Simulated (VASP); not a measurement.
Runs of VASP 6.6.1 on Na2S. The structure is that of space group Fm-3m (No. 225), or close to it. The cells are those of the table. 

```csv
task,cell,k mesh,smearing,gap on the mesh (eV),pressure (GPa)
relaxation of cell and atoms,"relaxed to 7 GPa from a = 4.597 Å, angles 60.0, 60.0, 90.0°, 3 atoms",6 × 6 × 6,gaussian 0.01 eV,3.00,7.0
relaxation of cell and atoms,"relaxed to 4 GPa from a = 4.597 Å, angles 60.0, 60.0, 90.0°, 3 atoms",6 × 6 × 6,gaussian 0.01 eV,(a),4.0
single point,"a = 4.597 Å, angles 60.0, 60.0, 90.0°, 3 atoms",10 × 10 × 10,fermi-dirac 0.05 eV,2.43,0.1
relaxation of cell and atoms,"relaxed to 10 GPa from a = 4.597 Å, angles 60.0, 60.0, 90.0°, 3 atoms",6 × 6 × 6,gaussian 0.01 eV,3.18,10.0
relaxation of cell and atoms,"relaxed to 15 GPa from a = 4.597 Å, angles 60.0, 60.0, 90.0°, 3 atoms",6 × 6 × 6,gaussian 0.01 eV,(b),15.0
```

Alike in all rows: level PBEsol; potentials or basis VASP PAW PBE potentials, release 64 (Na_pv, S); no spin polarisation; cutoff (eV) 500.

Problem. Fill in the values left out.

Solution. (a) 2.78; (b) 3.45.

Caveats: the PAW data sets were made with another functional, which shifts forces and pressure a little; the cell is relaxed towards a set pressure, so the run minimises the enthalpy, not the energy (at least some runs).

A k mesh can miss the band edges.
